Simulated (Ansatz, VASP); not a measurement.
**Two plane-wave programs on HgTe**

File INCAR:

```
SYSTEM = HgTe
  PREC = Accurate
  ENCUT = 520
  EDIFF = 1E-6
  ISMEAR = -1
  SIGMA = 0.05
  LREAL = .False.
  LASPH = .True.
  NELM = 100
  ALGO = Normal
  ISIF = 2
  LWAVE = .False.
  LCHARG = .False.
  GGA = PS
  NBANDS = 16
```

File KPOINTS:

```
regular mesh
0
Gamma
  6 6 6
  0 0 0
```

POSCAR

```
HgTe
1.0
    0.0000000000      3.2145000000      3.2145000000
    3.2145000000      0.0000000000      3.2145000000
    3.2145000000      3.2145000000      0.0000000000
Hg Te
1 1
Direct
    0.0000000000      0.0000000000      0.0000000000
    0.7500000000      0.7500000000      0.7500000000
```

File input.yaml:

```yaml
crystal:
  lattice:
    - [0.0, 3.2145, 3.2145]
    - [3.2145, 0.0, 3.2145]
    - [3.2145, 3.2145, 0.0]
  atoms:
    - { symbol: Hg, position: [0.0, 0.0, 0.0] }
    - { symbol: Te, position: [0.75, 0.75, 0.75] }
hamiltonian:
  xc: pbesol
  pseudopotentials: { kind: paw }
kpoints:
  mp_grid: { grid: [6, 6, 6] }
scf:
  occupations: { method: fermi_dirac, width: 0.05 }
output:
  forces: true
  stress: true
  eigenvalues: true
  write_density: true
  write_potential: true
  elf: true
  volumetric_format: npy
```

Alike in both runs: task single point; functional PBEsol; k mesh 6 × 6 × 6; occupations fermi-dirac, width 0.05 eV; no spin polarisation.

|  | VASP | Ansatz |
| --- | --- | --- |
| version | VASP 6.6.1 | Ansatz 0.2.0 |
| potentials or method | VASP PAW PBE potentials, release 64 (Hg, Te) | Ansatz PAW |
| plane-wave cutoff (eV) | 520 | 420 |
| valence electrons in the cell | 18 | 36 |

```csv
,VASP,Ansatz,Ansatz less VASP
gap on the k mesh at the Fermi level (eV),none,none,-
pressure (GPa),1.9,1.8,-0.13
```

VASP's potentials were made for PBE, not for PBEsol. A gap of «none» marks a metal or a gap that the smearing closes. VASP's potentials hold 18 valence electrons a cell and Ansatz's 36, so a difference there can come from the potentials and not from the codes.

Spin-orbit coupling is off throughout.
